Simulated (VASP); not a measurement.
Write the native input for VASP 6.6.1 that does the following.

| Quantity | Value |
| --- | --- |
| Task | single point |
| Functional | r2SCAN |
| Potentials or basis | VASP PAW PBE potentials, release 64 (Al, N) |
| Cutoff | 520 eV |
| k mesh | 6 × 6 × 4 |
| Occupations | gaussian, width 0.1 eV |
| Spin | no spin polarisation |
| Dipole correction | no |
| Further INCAR settings | ALGO = Normal; EDIFF = 1e-06; NBANDS = 16 |

Crystal: AlN.

```
Al N
1.0
     3.12859    0.00000    0.00000
    -1.56429    2.70944    0.00000
     0.00000    0.00000    5.01696
Al N
2 2
Direct
  0.66667 0.33333 0.49929
  0.33333 0.66667 0.99929
  0.66667 0.33333 0.88071
  0.33333 0.66667 0.38071
```

These files were run (other wordings do the same):

POSCAR

```
AlN
1.0
    3.1285881400      0.0000000000      0.0000000000
   -1.5642940700      2.7094368000      0.0000000000
    0.0000000000      0.0000000000      5.0169550000
Al N
2 2
Direct
    0.6666666700      0.3333333300      0.4992870000
    0.3333333300      0.6666666700      0.9992870000
    0.6666666700      0.3333333300      0.8807130000
    0.3333333300      0.6666666700      0.3807130000
```

INCAR.step1

```
SYSTEM = AlN
ALGO = Normal
EDIFF = 1E-4
ENCUT = 520
GGA = PE
ISMEAR = 0
LASPH = .True.
LCHARG = .False.
LREAL = .False.
LWAVE = .True.
NBANDS = 16
NELM = 80
PREC = Accurate
SIGMA = 0.1
```

INCAR.step2

```
SYSTEM = AlN
ALGO = Normal
EDIFF = 1E-6
ENCUT = 520
ISIF = 2
ISMEAR = 0
ISTART = 1
LASPH = .True.
LCHARG = .False.
LMIXTAU = .True.
LREAL = .False.
LWAVE = .False.
METAGGA = R2SCAN
NBANDS = 16
NELM = 80
PREC = Accurate
SIGMA = 0.1
```

KPOINTS

```
k-points
0
Gamma
  6 6 4
  0 0 0
```

Potentials or basis: VASP PAW PBE potentials, release 64 (Al, N).

Run with:

```console
$ cat potpaw_PBE.64/Al/POTCAR potpaw_PBE.64/N/POTCAR > POTCAR
$ cp INCAR.step1 INCAR
$ mpirun -np 1 vasp_std > vasp.out
$ cp INCAR.step2 INCAR
$ mpirun -np 1 vasp_std > vasp.out
```

It gave:

```json
{
  "Pressure": "-4.8 GPa",
  "Band gap on the k mesh": "4.72 eV"
}
```

Caveat: the cell stands under tension; the PAW data sets were made with another functional, which shifts forces and pressure a little.

It took 66 s on 1 thread of Intel Xeon 8259CL (shared host), peak memory 0.16 GiB.
